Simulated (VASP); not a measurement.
# SiO2 (P4_2/mnm) in VASP: further runs

Runs on SiO2. Level: PBE. Tasks: single point.

All numbers are computed with VASP 6.6.1; they aren't measurements. Logs are shortened: lines on timing, memory, paths and dates and some standing lists are left out, and cuts for length are marked.

### Step 1. The cell of the first run

Symmetry: P4_2/mnm, No. 136, tetragonal system. Conventional cell: a = 4.575 Å, b = 4.575 Å, c = 2.475 Å, α = 90.00°, β = 90.00°, γ = 90.00°. Si (site symmetry mmm) has 6 O at 1.76 to 1.99 Å within 2.3 Å. Within 2.3 Å of O (site symmetry m2m) lie 3 Si at 1.76 to 1.99 Å.

### Step 2. Single point, PBE (strain +0.080 along x and y, -0.080 along z)

File INCAR:

```
PREC = Accurate
ENCUT = 520
EDIFF = 1E-6
ISMEAR = 0
SIGMA = 0.05
LREAL = False
LASPH = True
NELM = 80
ALGO = Normal
ISIF = 2
LWAVE = False
LCHARG = False
GGA = PE
NBANDS = 25
```

File KPOINTS:

```
regular mesh
0
Gamma
  6 6 8
```

File POSCAR:

```
SiO2
1.0
    4.5750058570      0.0000000000      0.0000000000
    0.0000000000      4.5750058570      0.0000000000
    0.0000000000      0.0000000000      2.4752398578
Si O
2 4
Direct
    0.5000000000      0.5000000000      0.5000000000
    0.0000000000      0.0000000000      0.0000000000
    0.6930152167      0.6930152167      0.0000000000
    0.1930152167      0.8069847833      0.5000000000
    0.3069847833      0.3069847833      0.0000000000
    0.8069847833      0.1930152167      0.5000000000
```

Potentials or basis: VASP PAW PBE potentials, release 64 (Si, O).

Command:

```bash
$ cat potpaw_PBE.64/Si/POTCAR potpaw_PBE.64/O/POTCAR > POTCAR
$ mpirun -np 1 vasp_std > vasp.out
```

OUTCAR:

```text
PREC = Accurate
   ENCUT = 520
   EDIFF = 1E-6
   ISMEAR = 0
   LREAL = False
   LASPH = True
   NELM = 80
   ISIF = 2
   GGA = PE

 ion  position               nearest neighbor table
   1  0.500  0.500  0.500-   3 1.76   5 1.76   3 1.76   5 1.76   4 1.99   6 1.99
   2  0.000  0.000  0.000-   4 1.76   6 1.76   4 1.76   6 1.76   5 1.99   3 1.99
   3  0.693  0.693  0.000-   1 1.76   1 1.76   2 1.99
   4  0.193  0.807  0.500-   2 1.76   2 1.76   1 1.99
   5  0.307  0.307  0.000-   1 1.76   1 1.76   2 1.99
   6  0.807  0.193  0.500-   2 1.76   2 1.76   1 1.99

  LATTYP: Found a simple tetragonal cell.
 ALAT       =     4.5750058570
 C/A-ratio  =     0.5410353418

  Lattice vectors:

 A1 = (   4.5750058570,   0.0000000000,   0.0000000000)
 A2 = (   0.0000000000,   4.5750058570,   0.0000000000)
 A3 = (   0.0000000000,   0.0000000000,   2.4752398578)

Analysis of symmetry for initial positions (statically):
=====================================================================
 Subroutine PRICEL returns:
 Original cell was already a primitive cell.

 Routine SETGRP: Setting up the symmetry group for a
 simple tetragonal supercell.

 Subroutine GETGRP returns: Found 16 space group operations
 (whereof  8 operations were pure point group operations)
 out of a pool of 16 trial point group operations.

The static configuration has the point symmetry D_2h.
 The point group associated with its full space group is D_4h.

Analysis of symmetry for dynamics (positions and initial velocities):
=====================================================================
 Subroutine PRICEL returns:
 Original cell was already a primitive cell.

 Routine SETGRP: Setting up the symmetry group for a
 simple tetragonal supercell.

 Subroutine GETGRP returns: Found 16 space group operations
 (whereof  8 operations were pure point group operations)
 out of a pool of 16 trial point group operations.

The dynamic configuration has the point symmetry D_2h.
 The point group associated with its full space group is D_4h.

 Subroutine INISYM returns: Found 16 space group operations
 (whereof  8 operations are pure point group operations),
 and found     1 'primitive' translations

----------------------------------------------------------------------------------------

                                     Primitive cell

  volume of cell :      51.8084

  direct lattice vectors                    reciprocal lattice vectors
     4.575005857  0.000000000  0.000000000     0.218578955  0.000000000  0.000000000
     0.000000000  4.575005857  0.000000000     0.000000000  0.218578955  0.000000000
     0.000000000  0.000000000  2.475239858     0.000000000  0.000000000  0.404001251

  length of vectors
     4.575005857  4.575005857  2.475239858     0.218578955  0.218578955  0.404001251

  position of ions in fractional coordinates (direct lattice)
     0.500000000  0.500000000  0.500000000
     0.000000000  0.000000000  0.000000000
     0.693015217  0.693015217  0.000000000
     0.193015217  0.806984783  0.500000000
     0.306984783  0.306984783  0.000000000
     0.806984783  0.193015217  0.500000000

  ion indices of the primitive-cell ions
   primitive index   ion index
                 1           1
                 2           2
                 3           3
                 4           4
                 5           5
                 6           6

----------------------------------------------------------------------------------------

 KPOINTS: regular mesh

Automatic generation of k-mesh.
 Grid dimensions read from file:
 generate k-points for:    6    6    8

 Generating k-lattice:

  Cartesian coordinates                     Fractional coordinates (reciprocal lattice)
     0.036429826  0.000000000  0.000000000     0.166666667  0.000000000  0.000000000
     0.000000000  0.036429826  0.000000000     0.000000000  0.166666667  0.000000000
     0.000000000  0.000000000  0.050500156     0.000000000  0.000000000  0.125000000

  Length of vectors
     0.036429826  0.036429826  0.050500156

  Shift w.r.t. Gamma in fractional coordinates (k-lattice)
     0.000000000  0.000000000  0.000000000

 Subroutine IBZKPT returns following result:
 ===========================================

 Found     50 irreducible k-points:

 Following reciprocal coordinates:
            Coordinates               Weight
  0.000000  0.000000  0.000000      1.000000
  0.166667  0.000000  0.000000      4.000000
  0.333333  0.000000  0.000000      4.000000
  0.500000  0.000000  0.000000      2.000000
  0.166667  0.166667  0.000000      4.000000
  0.333333  0.166667  0.000000      8.000000
[... 16 lines left out ...]
  0.333333  0.000000  0.250000      8.000000
  0.500000  0.000000  0.250000      4.000000
 [... further k-points ...]
   k-points           NKPTS =     50   k-points in BZ     NKDIM =     50   number of bands    NBANDS=     25
   number of dos      NEDOS =    301   number of ions     NIONS =      6
   total plane-waves  NPLWV =  23328
   dimension x,y,z NGX =    36 NGY =   36 NGZ =   18
   dimension x,y,z NGXF=    72 NGYF=   72 NGZF=   36
   ions per type =               2   4
   NGX,Y,Z   is equivalent  to a cutoff of  13.08, 13.08, 12.09 a.u.
   NGXF,Y,Z  is equivalent  to a cutoff of  26.16, 26.16, 24.18 a.u.
 SYSTEM =  unknown system
   PREC   = accura    normal or accurate (medium, high low for compatibility)
   ISTART =      0    job   : 0-new  1-cont  2-samecut
   ICHARG =      2    charge: 1-file 2-atom 10-const
   ISPIN  =      1    spin polarized calculation?
   LNONCOLLINEAR =      F non collinear calculations
   LSORBIT =      F    spin-orbit coupling
   LASPH  =      T    aspherical Exc in radial PAW
   ENCUT  =  520.0 eV  38.22 Ry    6.18 a.u.   8.51  8.51  4.60*2*pi/ulx,y,z
   NELM   =     80;   NELMIN=  2; NELMDL= -5     # of ELM steps
   EDIFF  = 0.1E-05   stopping-criterion for ELM
   LREAL  =      F    real-space projection
[... 7 lines left out ...]
   TEBEG  =    0.0;   TEEND  =   0.0 temperature during run
   PSTRESS=    0.0 pullay stress
   NELECT =      32.0000    total number of electrons
   NUPDOWN=      -1.0000    fix difference up-down
   EMIN   =  10.00;   EMAX   =-10.00  energy-range for DOS
   EFERMI =   0.00;   METHOD = LEGACY
   ISMEAR =     0;   SIGMA  =   0.05  broadening in eV -4-tet -1-fermi 0-gaus
   EFERMI_NEDOS =   21; number of points for ismear=-14 and -15
   IALGO  =     38    algorithm
   IMIX   =      4    mixing-type and parameters
     AMIX     =   0.40;   BMIX     =  1.00
     AMIX_MAG =   1.60;   BMIX_MAG =  1.00
  volume/ion in A,a.u.               =       8.63        58.27
  Fermi-wavevector in a.u.,A,eV,Ry     =   1.394199  2.634653 26.446863  1.943790
  Thomas-Fermi vector in A             =   2.517771
   LORBIT       =      0    0 simple, 1 ext, 2 COOP (PROOUT), +10 PAW based schemes
   GGA     = PE    functional components
   LHFCALC =     F    Hartree Fock is set to
   AEXX    =    0.0000 exact exchange contribution
   IVDW    =     0    specifies the selected vdW correction
   LEPSILON=     F    determine dielectric tensor
   LRPA    =     F    only Hartree local field effects (RPA)
 non-spin polarized calculation
 Gauss-broadening in eV      SIGMA  =   0.05
  energy-cutoff  :      520.00
  volume of cell :       51.81
 maximum number of plane-waves:      1425
 NGX is ok and might be reduce to    36
   NGX = 17   NGY = 17   NGZ =  9

 number of electron      32.0000019 magnetization

 Free energy of the ion-electron system (eV)
  ---------------------------------------------------
  ext. energy  EPLUGINS =         0.00000000
  ---------------------------------------------------
  free energy    TOTEN  =       -45.06038778 eV

  energy without entropy =      -45.06038778  energy(sigma->0) =      -45.06038778

 E-fermi :   6.5487     XC(G=0): -11.6486

 val. band max:        6.3476450934   @ k =   0.0000   0.0000   0.0000
 cond. band min:      10.4806957922   @ k =   0.0000   0.0000   0.0000
 fundamental gap:      4.1330506988
 Fermi energy:         6.5486813923

 k-point     1 :       0.0000    0.0000    0.0000
  band No.  band energies     occupation
      1     -15.0695      2.00000
      2     -12.3961      2.00000
      3     -12.2545      2.00000
      4     -12.2545      2.00000
      5      -3.6972      2.00000
      6       0.1170      2.00000
[... 17 lines left out ...]
     24      19.2859      0.00000
     25      20.2770      0.00000

 k-point     2 :       0.1667    0.0000    0.0000
  band No.  band energies     occupation
      1     -14.9610      2.00000
      2     -12.8927      2.00000
      3     -12.2043      2.00000
      4     -11.9591      2.00000
      5      -3.5536      2.00000
      6      -0.5385      2.00000
[... 17 lines left out ...]
     24      19.4944      0.00000
     25      20.4509      0.00000

 k-point     3 :       0.3333    0.0000    0.0000
  band No.  band energies     occupation
      1     -14.6454      2.00000
      2     -13.5383      2.00000
      3     -12.0739      2.00000
      4     -11.8473      2.00000
      5      -3.1272      2.00000
      6      -1.5418      2.00000
[... 17 lines left out ...]
     24      19.5081      0.00000
     25      21.1990      0.00000

 k-point     4 :       0.5000    0.0000    0.0000
  band No.  band energies     occupation
      1     -14.1524      2.00000
      2     -14.1524      2.00000
      3     -11.9221      2.00000
      4     -11.9221      2.00000
      5      -2.4399      2.00000
      6      -2.4399      2.00000
[... 17 lines left out ...]
     24      19.4187      0.00000
     25      21.1688      0.00000
[... 477 lines left out ...]
 k-point    22 :       0.1667    0.0000    0.2500
  band No.  band energies     occupation
      1     -14.0631      2.00000
      2     -12.3035      2.00000
      3     -11.6620      2.00000
      4     -11.5267      2.00000
      5      -2.9000      2.00000
      6       0.1073      2.00000
[... 17 lines left out ...]
     24      20.3283      0.00000
     25      20.5658      0.00000

 k-point    23 :       0.3333    0.0000    0.2500
  band No.  band energies     occupation
      1     -13.7827      2.00000
      2     -12.8281      2.00000
      3     -11.5734      2.00000
      4     -11.4376      2.00000
      5      -2.3835      2.00000
      6      -0.7942      2.00000
[... 17 lines left out ...]
     24      19.8944      0.00000
     25      20.4347      0.00000

 k-point    24 :       0.5000    0.0000    0.2500
  band No.  band energies     occupation
      1     -13.3514      2.00000
      2     -13.3514      2.00000
      3     -11.4759      2.00000
      4     -11.4759      2.00000
      5      -1.6490      2.00000
      6      -1.6490      2.00000
[... 17 lines left out ...]
     24      19.8881      0.00000
     25      20.4821      0.00000

 [... further k-points ...]
[... 5 lines left out ...]
  --------------------------------------------------------------------------------------
  -------------------------------------------------------------------------------------
  Total       -9.5699587     -9.5699587     13.0910320      0.0000000      0.0000000      0.0000000
  in kB     -295.9511621   -295.9511621    404.8404216      0.0000000      0.0000000      0.0000000
  external PRESSURE =     -62.3539675 kB  Pullay stress =       0.0000000 kB

 VOLUME and BASIS-vectors are now :
 -----------------------------------------------------------------------------
  energy-cutoff  :      520.00
  volume of cell :       51.81
      direct lattice vectors                 reciprocal lattice vectors
     4.575005857  0.000000000  0.000000000     0.218578955  0.000000000  0.000000000
     0.000000000  4.575005857  0.000000000     0.000000000  0.218578955  0.000000000
     0.000000000  0.000000000  2.475239858     0.000000000  0.000000000  0.404001251

 POSITION                                       TOTAL-FORCE (eV/Angst)
 -----------------------------------------------------------------------------------
      2.28750      2.28750      1.23762        -0.000000      0.000000      0.000000
      0.00000      0.00000      0.00000        -0.000000      0.000000      0.000000
      3.17055      3.17055      0.00000        -1.390194     -1.390194      0.000000
      0.88305      3.69196      1.23762        -1.390194      1.390194     -0.000000
      1.40446      1.40446      0.00000         1.390194      1.390194     -0.000000
      3.69196      0.88305      1.23762         1.390194     -1.390194      0.000000
 -----------------------------------------------------------------------------------
    total drift:                                0.000000     -0.000000      0.000000

  FREE ENERGIE OF THE ION-ELECTRON SYSTEM (eV)
  ---------------------------------------------------
  free  energy   TOTEN  =       -45.0603877837 eV

  energy  without entropy=      -45.0603877837  energy(sigma->0) =      -45.06038778
```

It took 24 s on 1 thread of Intel Xeon 6975P-C (Granite Rapids), shared host; peak memory 0.18 GiB.

What came out:

- Free energy: -45.0604 eV
- Pressure: -6.2 GPa
- Largest force: 1.966 eV/Å
- Band gap on the k mesh: 4.13 eV, direct

Forces on the atoms (eV/Å):
```
Si   0.000  0.000  0.000
Si   0.000  0.000  0.000
O   -1.390 -1.390  0.000
O   -1.390  1.390  0.000
O    1.390  1.390  0.000
O    1.390 -1.390  0.000
```

Caveat: the cell differs from its parent crystal (strain +0.080 along x and y, -0.080 along z); forces of over 1 eV/Å act on the atoms, so gaps and moduli don't describe the material at rest.

### Step 3. Single point, PBE (strain +0.000 along x and y, +0.080 along z)

File INCAR:

```
  ALGO = Normal
  EDIFF = 1E-7
  ENCUT = 520
  GGA = PE
  ISIF = 2
  ISMEAR = 0
  LASPH = T
  LCHARG = F
  LREAL = F
  LWAVE = F
  NBANDS = 25
  NELM = 80
  PREC = Accurate
  SIGMA = 0.05
```

File KPOINTS:

```
k-points
0
Gamma
  6 6 8
```

Edit POSCAR of step 2 so:

```diff
@@ -2,5 +2,5 @@
 1.0
-    4.5750058570      0.0000000000      0.0000000000
-    0.0000000000      4.5750058570      0.0000000000
-    0.0000000000      0.0000000000      2.4752398578
+    4.2361165343      0.0000000000      0.0000000000
+    0.0000000000      4.2361165343      0.0000000000
+    0.0000000000      0.0000000000      2.9057163548
 Si O
```

Potentials or basis: VASP PAW PBE potentials, release 64 (Si, O).

Command:

```bash
$ cat potpaw_PBE.64/Si/POTCAR potpaw_PBE.64/O/POTCAR > POTCAR
$ mpirun -np 1 vasp_std > vasp.out
```

Run time: 24 s. Hardware: 1 thread of Intel Xeon 6975P-C (Granite Rapids), shared host; peak memory 0.18 GiB.

It converged, with:

```
Free energy            : -45.7829 eV
Pressure               : -21.5 GPa
Largest force          : 0.234 eV/Å
Band gap on the k mesh : 3.43 eV, direct
```

Forces on the atoms (eV/Å):
```
Si   0.000  0.000  0.000
Si   0.000  0.000  0.000
O    0.166  0.166  0.000
O    0.166 -0.166  0.000
O   -0.166 -0.166  0.000
O   -0.166  0.166  0.000
```

Stress tensor (GPa, compression positive):
```
-11.61   0.00   0.00
  0.00 -11.61   0.00
  0.00   0.00 -41.17
```

Levels at points of the mesh, in eV from the valence-band top:
```csv
k point,band 13,band 14,band 15,band 16,band 17,band 18,band 19,band 20
"(0.00, 0.00, 0.00)",-2.62,-0.72,-0.72,0.00,3.43,5.25,6.75,6.75
"(0.50, 0.00, 0.00)",-2.62,-2.62,-0.88,-0.88,5.81,5.81,7.42,7.42
"(0.50, 0.50, 0.00)",-2.55,-2.55,-1.69,-1.69,5.53,5.53,8.35,8.35
"(0.00, 0.00, 0.50)",-2.70,-2.70,-2.23,-2.23,7.71,7.71,11.49,11.49
"(0.50, 0.00, 0.50)",-1.86,-1.86,-1.42,-1.42,7.67,7.67,9.22,9.22
"(0.50, 0.50, 0.50)",-1.39,-1.39,-1.23,-1.23,6.06,6.06,10.41,10.41
```

Caveat: the cell differs from its parent crystal (strain +0.000 along x and y, +0.080 along z).

(Part 1 of 2 ends here.)
